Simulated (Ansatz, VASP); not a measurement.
# ZnS in VASP and in Ansatz

```
CELL_PARAMETERS angstrom
3.84556 0.00000 0.00000
-1.92278 3.33035 0.00000
0.00000 0.00000 6.30372
ATOMIC_POSITIONS crystal
Zn 0.28237 0.66667 0.00520
Zn 0.71763 0.33333 0.50520
S 0.37452 0.66667 0.37980
S 0.62548 0.33333 0.87980
```

Change from the starting cell: mode 4 frozen in at -0.196 Å and mode 5 at +0.000 Å (largest displacements).

Alike in both runs: task single point; functional PBE; k mesh 9 × 9 × 4; occupations gaussian, width 0.05 eV; no spin polarisation.

|  | VASP | Ansatz |
| --- | --- | --- |
| version | VASP 6.6.1 | Ansatz 0.2.0 |
| potentials or method | VASP PAW PBE potentials, release 64 (Zn, S), cutoff 520 eV | scalar-relativistic, plane waves, PAW |
| valence electrons in the cell | 36 | 36 |

```tsv
	VASP	Ansatz	Ansatz less VASP
gap on the k mesh at the Fermi level (eV)	1.99	1.98	-0.002
least direct gap on the mesh (eV)	1.99	1.98	-0.002
pressure (GPa)	-0.1	-0.3	-0.16
traceless stress, the component that is largest in VASP (GPa)	-0.37	-0.36	+0.012
rms of the force components (eV/Å)	0.117	0.118	+0.0006
```

Atom by atom the forces differ by 0.002 eV/Å (rms over components).
